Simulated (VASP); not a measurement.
# Fe (Im-3m) in VASP: further runs, part 2 of 2

VASP 6.6.1. The steps go on from the part before.

### 5 Single point, PBEsol+U, collinear spin, ferromagnetic start

The input, INCAR:

```
SYSTEM = Fe
PREC = Accurate ; ENCUT = 690
EDIFF = 1E-6 ; ISMEAR = -1
SIGMA = 0.1 ; LREAL = .False.
LASPH = .True. ; NELM = 200
ALGO = Normal ; ISIF = 2
LWAVE = .False. ; LCHARG = .False.
ISPIN = 2 ; MAGMOM = 2.46
LORBIT = 11 ; NUPDOWN = 2.46
LMAXMIX = 4 ; LDAU = .True.
LDAUTYPE = 2 ; LDAUL = 2
LDAUU = 5.3 ; LDAUJ = 0
LDAUPRINT = 1 ; GGA = PS
NBANDS = 18 ; GGA_COMPAT = .False.
```

The input, KPOINTS:

```
Automatic mesh
0
Gamma
  12 12 12
  0 0 0
```

The input, POSCAR:

```
Fe
1.0
   -1.4455000000      1.4455000000      1.4455000000
    1.4455000000     -1.4455000000      1.4455000000
    1.4455000000      1.4455000000     -1.4455000000
Fe
1
Direct
    0.0000000000      0.0000000000      0.0000000000
```

Potentials or basis: VASP PAW PBE potentials, release 64 (Fe_sv).

The run is started by

```bash
$ cat potpaw_PBE.64/Fe_sv/POTCAR > POTCAR
$ mpirun -np 1 vasp_std > vasp.out
```

OUTCAR:

```text
SYSTEM = Fe
   PREC = Accurate
   ENCUT = 690
   EDIFF = 1E-6
   ISMEAR = -1
   LREAL = .False.
   LASPH = .True.
   NELM = 200
   ISIF = 2
   ISPIN = 2
   LORBIT = 11
   NUPDOWN = 2.46
   GGA = PS

 ion  position               nearest neighbor table
   1  0.000  0.000  0.000-

  LATTYP: Found a body centered cubic cell.
 ALAT       =     2.8910000000

  Lattice vectors:

 A1 = (  -1.4455000000,   1.4455000000,   1.4455000000)
 A2 = (   1.4455000000,  -1.4455000000,   1.4455000000)
 A3 = (   1.4455000000,   1.4455000000,  -1.4455000000)

Analysis of symmetry for initial positions (statically):
=====================================================================
 Subroutine PRICEL returns:
 Original cell was already a primitive cell.

 Routine SETGRP: Setting up the symmetry group for a
 body centered cubic supercell.

 Subroutine GETGRP returns: Found 48 space group operations
 (whereof 48 operations were pure point group operations)
 out of a pool of 48 trial point group operations.

The static configuration has the point symmetry O_h .

Analysis of symmetry for dynamics (positions and initial velocities):
=====================================================================
 Subroutine PRICEL returns:
 Original cell was already a primitive cell.

 Routine SETGRP: Setting up the symmetry group for a
 body centered cubic supercell.

 Subroutine GETGRP returns: Found 48 space group operations
 (whereof 48 operations were pure point group operations)
 out of a pool of 48 trial point group operations.

The dynamic configuration has the point symmetry O_h .

Analysis of structural, dynamic, and magnetic symmetry:
=====================================================================
 Subroutine PRICEL returns:
 Original cell was already a primitive cell.

 Routine SETGRP: Setting up the symmetry group for a
 body centered cubic supercell.

 Subroutine GETGRP returns: Found 48 space group operations
 (whereof 48 operations were pure point group operations)
 out of a pool of 48 trial point group operations.

The overall configuration has the point symmetry O_h .

 Subroutine INISYM returns: Found 48 space group operations
 (whereof 48 operations are pure point group operations),
 and found     1 'primitive' translations

----------------------------------------------------------------------------------------

                                     Primitive cell

  volume of cell :      12.0813

  direct lattice vectors                    reciprocal lattice vectors
    -1.445500000  1.445500000  1.445500000     0.000000000  0.345901072  0.345901072
     1.445500000 -1.445500000  1.445500000     0.345901072  0.000000000  0.345901072
     1.445500000  1.445500000 -1.445500000     0.345901072  0.345901072  0.000000000

  length of vectors
     2.503679442  2.503679442  2.503679442     0.489177988  0.489177988  0.489177988

  position of ions in fractional coordinates (direct lattice)
[... 99 lines left out ...]
  Fermi-wavevector in a.u.,A,eV,Ry     =   1.797808  3.397365 43.975594  3.232115
  Thomas-Fermi vector in A             =   2.859075
   LORBIT       =     11    0 simple, 1 ext, 2 COOP (PROOUT), +10 PAW based schemes
 LDA+U is selected, type is set to LDAUTYPE =  2
   angular momentum for each species LDAUL =     2
   U (eV)           for each species LDAUU =   5.3
   J (eV)           for each species LDAUJ =   0.0
   GGA     = PS    functional components
   LHFCALC =     F    Hartree Fock is set to
   AEXX    =    0.0000 exact exchange contribution
   IVDW    =     0    specifies the selected vdW correction
   LEPSILON=     F    determine dielectric tensor
   LRPA    =     F    only Hartree local field effects (RPA)
 spin polarized calculation
  energy-cutoff  :      690.00
  volume of cell :       12.08
 maximum number of plane-waves:       531
 NGX is ok and might be reduce to    24
   NGX = 11   NGY = 11   NGZ = 11

atom =   1  type =  1  l = 2

 onsite density matrix

spin component  1

  0.8346 -0.0000  0.0000  0.0000  0.0000
 -0.0000  0.8346 -0.0000  0.0000 -0.0000
  0.0000 -0.0000  0.8613 -0.0000 -0.0000
  0.0000  0.0000 -0.0000  0.8346 -0.0000
  0.0000 -0.0000 -0.0000 -0.0000  0.8613

spin component  2

  0.3584 -0.0000 -0.0000 -0.0000 -0.0000
 -0.0000  0.3584  0.0000  0.0000  0.0000
 -0.0000  0.0000  0.1432 -0.0000  0.0000
 -0.0000  0.0000 -0.0000  0.3584  0.0000
 -0.0000  0.0000  0.0000  0.0000  0.1432

 occupancies and eigenvectors

  o =  0.1432  v =  0.0000  0.0000  0.0000  0.0000  0.0000  0.0000 -0.0000 -0.0504 -0.0000  0.9987      0.0000  0.0000  0.0000  0.0000  0.0000  0.0000  0.0000  0.0000  0.0000  0.0000
  o =  0.1432  v =  0.0000  0.0000  0.0000  0.0000  0.0000  0.0000 -0.0000 -0.9987 -0.0000 -0.0504      0.0000  0.0000  0.0000  0.0000  0.0000  0.0000  0.0000  0.0000  0.0000  0.0000
  o =  0.3584  v =  0.0000  0.0000  0.0000  0.0000  0.0000  0.0000  0.1228  0.0000 -0.9924  0.0000      0.0000  0.0000  0.0000  0.0000  0.0000  0.0000  0.0000  0.0000  0.0000  0.0000
  o =  0.3584  v =  0.0000  0.0000  0.0000  0.0000  0.0000  0.0000 -0.9924  0.0000 -0.1228 -0.0000      0.0000  0.0000  0.0000  0.0000  0.0000  0.0000  0.0000  0.0000  0.0000  0.0000
  o =  0.3584  v =  0.0000  0.0000  0.0000  0.0000  0.0000  1.0000  0.0000  0.0000  0.0000  0.0000      0.0000  0.0000  0.0000  0.0000  0.0000  0.0000  0.0000  0.0000  0.0000  0.0000
  o =  0.8346  v =  0.0000 -0.9995 -0.0000 -0.0316 -0.0000  0.0000  0.0000  0.0000  0.0000  0.0000      0.0000  0.0000  0.0000  0.0000  0.0000  0.0000  0.0000  0.0000  0.0000  0.0000
  o =  0.8346  v =  1.0000  0.0000  0.0000  0.0000  0.0000  0.0000  0.0000  0.0000  0.0000  0.0000      0.0000  0.0000  0.0000  0.0000  0.0000  0.0000  0.0000  0.0000  0.0000  0.0000
  o =  0.8346  v =  0.0000  0.0316  0.0000 -0.9995 -0.0000  0.0000  0.0000  0.0000  0.0000  0.0000      0.0000  0.0000  0.0000  0.0000  0.0000  0.0000  0.0000  0.0000  0.0000  0.0000
  o =  0.8613  v =  0.0000 -0.0000  0.0001 -0.0000  1.0000  0.0000  0.0000  0.0000  0.0000  0.0000      0.0000  0.0000  0.0000  0.0000  0.0000  0.0000  0.0000  0.0000  0.0000  0.0000
  o =  0.8613  v =  0.0000  0.0000 -1.0000 -0.0000  0.0001  0.0000  0.0000  0.0000  0.0000  0.0000      0.0000  0.0000  0.0000  0.0000  0.0000  0.0000  0.0000  0.0000  0.0000  0.0000

 number of electron      15.9999990 magnetization       2.4599998

 Free energy of the ion-electron system (eV)
  ---------------------------------------------------
  ext. energy  EPLUGINS =         0.00000000
  ---------------------------------------------------
  free energy    TOTEN  =        -4.40649723 eV

  energy without entropy =       -4.38638966  energy(sigma->0) =       -4.39644344

 E-fermi :  11.7840     XC(G=0): -13.4578

 val. band max:       11.7822173310   @ k =   0.1667   0.0000   0.0000
 cond. band min:      10.0446679060   @ k =  -0.2500   0.2500   0.2500
 fundamental gap:     -1.7375494250
 Fermi energy:         9.7936664123

 spin component 1

 k-point     1 :       0.0000    0.0000    0.0000
  band No.  band energies     occupation
      1     -76.6741      1.00000
      2     -42.6479      1.00000
      3     -42.6479      1.00000
      4     -42.6479      1.00000
      5       3.0732      1.00000
      6       7.2804      1.00000
[... 1001 lines left out ...]
     17      48.3739      0.00000
     18      50.6834      0.00000

 [... further k-points ...]

------------------------ aborting loop because EDIFF is reached ----------------------------------------

  FORCE on cell =-STRESS in cart. coord.  units (eV):
  Direction    XX          YY          ZZ          XY          YZ          ZX
  --------------------------------------------------------------------------------------
  -------------------------------------------------------------------------------------
  Total       -0.4495076     -0.4495076     -0.4495076     -0.0000000     -0.0000000      0.0000000
  in kB      -59.6119492    -59.6119492    -59.6119492     -0.0000000     -0.0000000      0.0000000
  external PRESSURE =     -59.6119492 kB  Pullay stress =       0.0000000 kB

 VOLUME and BASIS-vectors are now :
 -----------------------------------------------------------------------------
  energy-cutoff  :      690.00
  volume of cell :       12.08
      direct lattice vectors                 reciprocal lattice vectors
    -1.445500000  1.445500000  1.445500000     0.000000000  0.345901072  0.345901072
     1.445500000 -1.445500000  1.445500000     0.345901072  0.000000000  0.345901072
     1.445500000  1.445500000 -1.445500000     0.345901072  0.345901072  0.000000000

 POSITION                                       TOTAL-FORCE (eV/Angst)
 -----------------------------------------------------------------------------------
      0.00000      0.00000      0.00000        -0.000000     -0.000000      0.000000
 -----------------------------------------------------------------------------------
    total drift:                                0.000000      0.000000     -0.000000

  FREE ENERGIE OF THE ION-ELECTRON SYSTEM (eV)
  ---------------------------------------------------
  free  energy   TOTEN  =        -4.4064972290 eV

  energy  without entropy=       -4.3863896567  energy(sigma->0) =       -4.39644344

 total charge

# of ion       s       p       d       tot
------------------------------------------
    1        2.171   6.026   5.559  13.756

 magnetization (x)

# of ion       s       p       d       tot
------------------------------------------
    1       -0.021  -0.037   2.858   2.799
```

OSZICAR:

```text
N       E                     dE             d eps       ncg     rms          rms(c)
DAV:   1     0.233724428185E+03    0.23372E+03   -0.10076E+04  5326   0.151E+03
DAV:   2     0.556380493231E+01   -0.22816E+03   -0.21425E+03  5220   0.447E+02
DAV:   3    -0.422857383046E+01   -0.97924E+01   -0.96809E+01  6210   0.113E+02
DAV:   4    -0.437039644338E+01   -0.14182E+00   -0.14179E+00  5980   0.140E+01
DAV:   5    -0.437393326091E+01   -0.35368E-02   -0.35367E-02  6106   0.227E+00    0.115E+01
DAV:   6    -0.442552679642E+01   -0.51594E-01   -0.38268E+00  5660   0.485E+01    0.118E+01
DAV:   7    -0.439211824583E+01    0.33409E-01   -0.51198E-01  5544   0.182E+01    0.538E+00
DAV:   8    -0.439986895844E+01   -0.77507E-02   -0.21414E-02  7078   0.223E+00    0.166E+00
DAV:   9    -0.440343842287E+01   -0.35695E-02   -0.11491E-02  6204   0.152E+00    0.428E-01
DAV:  10    -0.440604002413E+01   -0.26016E-02   -0.55119E-03  6256   0.531E-01    0.134E-01
DAV:  11    -0.440635960386E+01   -0.31958E-03   -0.33502E-04  6884   0.180E-01    0.106E-01
DAV:  12    -0.440647436244E+01   -0.11476E-03   -0.84361E-05  6712   0.929E-02    0.376E-02
DAV:  13    -0.440649638671E+01   -0.22024E-04   -0.55462E-05  6748   0.662E-02    0.149E-02
DAV:  14    -0.440649722899E+01   -0.84228E-06   -0.12382E-06  4598   0.109E-02
   1 F= -.44064972E+01 E0= -.43964434E+01  d E =-.201076E-01  mag=     2.4600
```

Wall time 83 s (1 thread of Intel Xeon Platinum 8259CL at 2.50GHz (Skylake/Cascade Lake), shared host); peak memory 0.17 GiB.

Results:

- Free energy: -4.4065 eV
- Pressure: -6.0 GPa
- Net moment: 2.46 μB per cell
- Site moments: Fe +2.80 μB
- Valence electrons inside the program's atomic spheres: Fe 13.76

Eigenvalues of the final occupation matrices:
| site | spin | trace | eigenvalues |
| --- | --- | --- | --- |
| site 1 d | 1 | 4.23 | 0.83 0.83 0.83 0.86 0.86 |
| site 1 d | 2 | 1.36 | 0.14 0.14 0.36 0.36 0.36 |

Caveat: the cell stands under tension; the PAW data sets were made with another functional, which shifts forces and pressure a little; the total moment is fixed, so each spin has its own Fermi level and the state may be an excited one; the U is typed as a test and isn't derived for this compound. The state reached can hang on the start; a lower one may exist.

### 6 The runs side by side

```csv
spin,fixed moment (μB),pressure (GPa),moment (μB)
"collinear, ferromagnetic start",4.92,101.5,4.92
"collinear, zero start",0.0,-13.2,0.00
"collinear, ferromagnetic start",1.23,-17.8,1.23
"collinear, ferromagnetic start",2.46,-6.0,2.46
```

Alike in all rows: task single point; level PBEsol+U; potentials or basis VASP PAW PBE potentials, release 64 (Fe_sv); Fe d U = 5.3 eV; cell as given; k mesh 12 × 12 × 12; cutoff (eV) 690; smearing fermi-dirac 0.1 eV.

Caveats: the PAW data sets were made with another functional, which shifts forces and pressure a little; the U is typed as a test and isn't derived for this compound; the total moment is fixed, so each spin has its own Fermi level and the state may be an excited one (at least some runs); the cell stands under tension (at least some runs); the cell stands under pressure (at least some runs); the total moment is fixed, so each spin has its own Fermi level (at least some runs).

Absolute energies hang on the potentials; compare differences alone.
